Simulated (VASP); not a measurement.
A run of VASP 6.6.1:

The input POSCAR:

```
Ga
1.0
    0.0000000000      2.1310445755      2.1310445755
    2.1310445755      0.0000000000      2.1310445755
    2.1310445755      2.1310445755      0.0000000000
Ga
1
Direct
    0.0000000000      0.0000000000      0.0000000000
```

The input INCAR.step1:

```
SYSTEM = Ga
PREC = Accurate
ENCUT = 520
ISMEAR = -1
SIGMA = 0.1
LREAL = .False.
LASPH = .True.
NELM = 100
NBANDS = 12
GGA = PE
ALGO = Normal
EDIFF = 1E-4
LWAVE = .True.
LCHARG = .False.
```

File INCAR.step2:

```
SYSTEM = Ga
PREC = Accurate
ENCUT = 520
EDIFF = 1E-6
ISMEAR = -1
SIGMA = 0.1
LREAL = .False.
LASPH = .True.
NELM = 100
ALGO = Normal
ISIF = 2
LWAVE = .False.
LCHARG = .False.
METAGGA = R2SCAN
LMIXTAU = .True.
NBANDS = 12
ISTART = 1
```

File KPOINTS:

```
regular mesh
0
Gamma
  15 15 15
  0 0 0
```

Potentials or basis: VASP PAW PBE potentials, release 64 (Ga_d).

The run is started by

```bash
$ cat potpaw_PBE.64/Ga_d/POTCAR > POTCAR
$ cp INCAR.step1 INCAR
$ mpirun -np 1 vasp_std > vasp.out
$ cp INCAR.step2 INCAR
$ mpirun -np 1 vasp_std > vasp.out
```

Hardware: 1 thread of Intel Xeon 6975P-C, on a shared host.

**Question.** How long does it take, and how much memory?

**Answer.** Run time: 42 s on 1 thread of Intel Xeon 6975P-C (shared host), peak memory 0.16 GiB. Counts: k points 120.
